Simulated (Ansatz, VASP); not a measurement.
Two plane-wave programs on Ta

```
Ta
1.0
     2.90037    0.00000    0.00000
    -1.45019    2.51180    0.00000
     0.00000    0.00000    4.95962
Ta
2
Direct
  0.66667 0.33333 0.75000
  0.33333 0.66667 0.25000
```

Change from the starting cell: strain -0.0400 x Voigt [0, 0, 1, 0, 0, 0], atoms carried along.

Alike in both runs: task single point; functional LDA; k mesh 18 × 18 × 10; occupations gaussian, width 0.15 eV; no spin polarisation.

|  | VASP | Ansatz |
| --- | --- | --- |
| version | VASP 6.6.1 | Ansatz 0.2.0 |
| potentials or method | VASP PAW LDA potentials, release 64 (Ta_pv), cutoff 520 eV | scalar-relativistic, plane waves, PAW |
| valence electrons in the cell | 22 | 26 |

|  | VASP | Ansatz | Ansatz less VASP |
| --- | --- | --- | --- |
| gap on the k mesh at the Fermi level (eV) | none | none | - |
| pressure (GPa) | -4.1 | -4.8 | -0.71 |
| traceless stress, the component that is largest in VASP (GPa) | 5.14 | 5.13 | -0.008 |

LDA's correlation is that of Perdew and Zunger in VASP and of Perdew and Wang (1992) in Ansatz. A gap of «none» marks a metal or a gap that the smearing closes. VASP's potentials hold 22 valence electrons a cell and Ansatz's 26, so a difference there can come from the potentials and not from the codes.

Neither program's run includes spin-orbit coupling.
